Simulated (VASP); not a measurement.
Ga4AsP3: relaxation of cell and atoms with PBE

Ga4AsP3:

```
Ga P As
1.0
     5.56378    0.00000    0.00000
     0.00000    5.56378    0.00000
     0.00000    0.00000    5.56378
Ga P As
4 3 1
Cartesian
  4.1979 4.1979 1.3659
  4.1979 1.3659 4.1979
  1.3659 4.1979 4.1979
  1.3659 1.3659 1.3659
  2.7819 0.0000 0.0000
  0.0000 2.7819 0.0000
  0.0000 0.0000 2.7819
  2.7819 2.7819 2.7819
```

- Program: VASP 6.6.1
- Task: relaxation of cell and atoms
- Functional: PBE
- Potentials or basis: VASP PAW PBE potentials, release 64 (Ga_d, P, As)
- Cutoff: 600 eV
- k mesh: 6 × 6 × 6
- Occupations: gaussian, width 0.01 eV
- Spin: no spin polarisation
- Dipole correction: no
- Further INCAR settings: ALGO = Normal; EDIFF = 1e-06; IBRION = 2; EDIFFG = -0.001; NSW = 80; ISIF = 3

- Relaxed volume: 21.55 Å³/atom
- Relaxed cell: a = 5.565 Å, b = 5.565 Å, c = 5.565 Å, α = 90.00°, β = 90.00°, γ = 90.00°
- Space group after relaxing (to 0.1 Å): P-43m (No. 215)
- Energy gained by relaxing: 0.0 meV/atom
- Ionic steps: 9
- Pressure after relaxing: 0.0 GPa
- Band gap on the k mesh: 1.15 eV

Final structure:
```xyz
8
Lattice="5.5652 0.0000 0.0000 0.0000 5.5652 0.0000 0.0000 0.0000 5.5652" Properties=species:S:1:pos:R:3 pbc="T T T"
Ga    4.1991    4.1991    1.3661
Ga    4.1991    1.3661    4.1991
Ga    1.3661    4.1991    4.1991
Ga    1.3661    1.3661    1.3661
P     2.7826    0.0000    0.0000
P     0.0000    2.7826    0.0000
P     5.5652    0.0000    2.7826
As    2.7826    2.7826    2.7826
```

Levels at points of the mesh, in eV from the valence-band top:
```tsv
k point	band 33	band 34	band 35	band 36	band 37	band 38	band 39	band 40
(0.00, 0.00, 0.00)	-2.53	0.00	0.00	0.00	1.15	1.44	1.78	1.78
(0.50, 0.00, 0.00)	-1.75	-1.75	-1.48	-1.48	2.03	2.24	3.41	3.55
(0.50, 0.50, 0.00)	-1.38	-1.24	-1.02	-1.02	2.84	2.84	3.01	3.19
(0.50, 0.50, 0.50)	-1.18	-0.85	-0.85	-0.85	1.36	1.38	1.38	1.38
```

Wall time 4.4 min on 1 thread of Intel(R) Xeon(R) Platinum 8559C (Emerald Rapids), with other jobs on the host, peak memory 0.44 GiB.

A k mesh can miss the band edges.
